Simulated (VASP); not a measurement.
The system is Mn2ZnAs2.

```
CELL_PARAMETERS angstrom
4.09900 0.00000 0.00000
-2.04950 3.54984 0.00000
0.00000 0.00000 6.57200
ATOMIC_POSITIONS crystal
Mn 0.33333 0.66667 0.36944
Mn 0.66667 0.33333 0.63056
Zn 0.00000 0.00000 0.00000
As 0.33333 0.66667 0.76793
As 0.66667 0.33333 0.23207
```

Base run:

| Item | Value |
| --- | --- |
| Program | VASP 6.6.1 |
| Functional | PBE |
| Potentials or basis | VASP PAW PBE potentials, release 64 (Mn_pv, Zn, As) |
| Cutoff | 520 eV |
| k mesh | 8 × 8 × 5 |
| Occupations | fermi-dirac, width 0.05 eV |
| Spin | no spin polarisation |

Its results: pressure -15.9 GPa; largest force 1.966 eV/Å.

The run is repeated on the same cell with these changes: spin from no spin polarisation to collinear spin, ferromagnetic start; further incar settings from ALGO = Normal; EDIFF = 1e-06; NBANDS = 32 to ALGO = Normal; EDIFF = 1e-06; NBANDS = 36. What comes out?

Pressure -3.7 GPa; net moment 7.22 μB per cell; site moments Mn +3.47; Zn +0.05; As -0.09 μB; largest force 0.570 eV/Å.

Caveats: the cell stands under tension; forces of over 1 eV/Å act on the atoms, so gaps and moduli don't describe the material at rest (at least some runs); the run started ferromagnetic, and an antiferromagnetic order may lie lower in energy (at least some runs).
